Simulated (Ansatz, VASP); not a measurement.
**Two plane-wave programs on RbBr**

```xyz
2
Lattice="4.1929 0.0000 0.0000 0.0000 4.1929 0.0000 0.0000 0.0000 4.1929" Properties=species:S:1:pos:R:3 pbc="T T T"
Rb    0.0000    0.0000    0.0000
Br    2.0965    2.0965    2.0965
```

Alike in both runs: task single point; functional PBE; k mesh 6 × 6 × 6; occupations gaussian, width 0.05 eV; no spin polarisation.

```csv
,VASP,Ansatz
version,VASP 6.6.1,Ansatz 0.2.0
potentials or method,"VASP PAW PBE potentials, release 64 (Rb_sv, Br), cutoff 520 eV","scalar-relativistic, plane waves, PAW"
valence electrons in the cell,16,16
```

```csv
,VASP,Ansatz,Ansatz less VASP
gap on the k mesh at the Fermi level (eV),3.92,3.93,+0.001
least direct gap on the mesh (eV),4.08,4.08,0.000
pressure (GPa),0.1,0.0,-0.03
```
